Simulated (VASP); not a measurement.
A run of VASP 6.6.1 is set up as follows.

File INCAR:

```
  PREC = Accurate
  ENCUT = 520
  EDIFF = 1E-6
  ISMEAR = -1
  SIGMA = 0.1
  LREAL = False
  LASPH = True
  NELM = 60
  ALGO = Normal
  ISIF = 2
  LWAVE = False
  LCHARG = True
  GGA = RP
  LELF = True
  LVHAR = True
  NBANDS = 10
```

File KPOINTS:

```
regular mesh
0
Gamma
  14 14 8
```

Contents of POSCAR:

```
Al
1.0
    2.8966050064      0.0000000000      0.0000000000
   -1.4483025032      2.5085335203      0.0000000000
    0.0000000000      0.0000000000      4.6597820347
Al
2
Direct
    0.3333333333      0.6666666667      0.2500000000
    0.6666666667      0.3333333333      0.7500000000
```

Potentials or basis: VASP PAW PBE potentials, release 64 (Al).

Command:

```console
$ cat potpaw_PBE.64/Al/POTCAR > POTCAR
$ mpirun -np 1 vasp_std > vasp.out
```

**Question.** Predict the pressure.

**Answer.** -0.1 GPa.

**Question.** Estimate the band gap on the k mesh.

**Answer.** Zero (band 3 reaches 12.17 eV, above the bottom of band 4 at 4.63 eV).

Stress tensor (GPa, compression positive):
```
-0.68  0.00  0.00
 0.00 -0.68  0.00
 0.00  0.00  0.99
```

Caveat: the PAW data sets were made with another functional, which shifts forces and pressure a little.
